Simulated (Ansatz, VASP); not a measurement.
Sn8SeS7: VASP beside Ansatz

The input INCAR:

```
  ALGO = Normal
  EDIFF = 1E-6
  ENCUT = 520
  GGA = PS
  ISIF = 2
  ISMEAR = 0
  LASPH = T
  LCHARG = T
  LELF = T
  LREAL = Auto
  LVHAR = T
  LWAVE = F
  NBANDS = 94
  NELM = 100
  PREC = Accurate
  SIGMA = 0.02
```

Contents of KPOINTS:

```
k-points
0
Gamma
  2 2 4
```

File POSCAR:

```
Sn8SeS7
1.0
   11.1417090797      0.0000000000     -0.0085983558
    0.0000000000      8.0115952928      0.0000000000
   -0.0033166235      0.0000000000      4.2527567054
Sn Se S
8 1 7
Direct
    0.1206052838      0.1250000000      0.1096681958
    0.1210009491      0.6250000000      0.1098784923
    0.3813978882      0.3753909078      0.6104124738
    0.3813978882      0.8746090922      0.6104124738
    0.6133709363      0.1250000000      0.3781598046
    0.6162306079      0.6250000000      0.3885793945
    0.8798549614      0.3831791155      0.9041528637
    0.8798549614      0.8668208845      0.9041528637
    0.8584649052      0.1250000000      0.4699331909
    0.8506230917      0.6250000000      0.4775532936
    0.6454615901      0.3766406435      0.9742075425
    0.6454615901      0.8733593565      0.9742075425
    0.3550611307      0.1250000000      0.0216259743
    0.3543176692      0.6250000000      0.0221432990
    0.1484482735      0.3756158343      0.5224562974
    0.1484482735      0.8743841657      0.5224562974
```

Input for Ansatz:

```yaml
crystal:
  lattice:
    - [11.1417090797, 0.0, -0.0085983558]
    - [0.0, 8.0115952928, 0.0]
    - [-0.0033166235, 0.0, 4.2527567054]
  atoms:
    - { symbol: Sn, position: [0.1206052838, 0.125, 0.1096681958] }
    - { symbol: Sn, position: [0.1210009491, 0.625, 0.1098784923] }
    - { symbol: Sn, position: [0.3813978882, 0.3753909078, 0.6104124738] }
    - { symbol: Sn, position: [0.3813978882, 0.8746090922, 0.6104124738] }
    - { symbol: Sn, position: [0.6133709363, 0.125, 0.3781598046] }
    - { symbol: Sn, position: [0.6162306079, 0.625, 0.3885793945] }
    - { symbol: Sn, position: [0.8798549614, 0.3831791155, 0.9041528637] }
    - { symbol: Sn, position: [0.8798549614, 0.8668208845, 0.9041528637] }
    - { symbol: Se, position: [0.8584649052, 0.125, 0.4699331909] }
    - { symbol: S, position: [0.8506230917, 0.625, 0.4775532936] }
    - { symbol: S, position: [0.6454615901, 0.3766406435, 0.9742075425] }
    - { symbol: S, position: [0.6454615901, 0.8733593565, 0.9742075425] }
    - { symbol: S, position: [0.3550611307, 0.125, 0.0216259743] }
    - { symbol: S, position: [0.3543176692, 0.625, 0.022143299] }
    - { symbol: S, position: [0.1484482735, 0.3756158343, 0.5224562974] }
    - { symbol: S, position: [0.1484482735, 0.8743841657, 0.5224562974] }
basis:
  ecutwfc: 420
kpoints:
  mp_grid: { grid: [2, 2, 4] }
  band_path:
    path: [[0.0, 0.0, 0.0], [-0.072917, 0.0, -0.4375], [0.0, 0.364583, 0.0]]
    npoints: 1
hamiltonian:
  xc: pbesol
scf:
  occupations: { method: gaussian, width: 0.02 }
  n_extra_bands: 11
output:
  forces: true
  stress: true
  eigenvalues: true
```

Alike in both runs: task single point; functional PBEsol; k mesh 2 × 2 × 4; occupations gaussian, width 0.02 eV; no spin polarisation.

```csv
,VASP,Ansatz
version,VASP 6.6.1,Ansatz 0.2.0
potentials or method,"VASP PAW PBE potentials, release 64 (Sn_d, Se, S), cutoff 520 eV","scalar-relativistic, plane waves, PAW"
valence electrons in the cell,160,170
```

Ansatz gave:

```
gap on the k mesh at the Fermi level (eV)                     : 0.69
least direct gap on the mesh (eV)                             : 1.22
pressure (GPa)                                                : 0.1
traceless stress, the component that is largest in VASP (GPa) : 0.37
rms of the force components (eV/Å)                            : 0.022
```

Question: Which values does VASP return?

Answer: gap on the k mesh at the Fermi level (eV): 0.68; least direct gap on the mesh (eV): 1.21; pressure (GPa): 0.0; traceless stress, the component that is largest in VASP (GPa): 0.36; rms of the force components (eV/Å): 0.018.

VASP's potentials were made for PBE, not for PBEsol. Atom by atom the forces differ by 0.009 eV/Å (rms over components). VASP's potentials hold 160 valence electrons a cell and Ansatz's 170, so a difference there can come from the potentials and not from the codes.
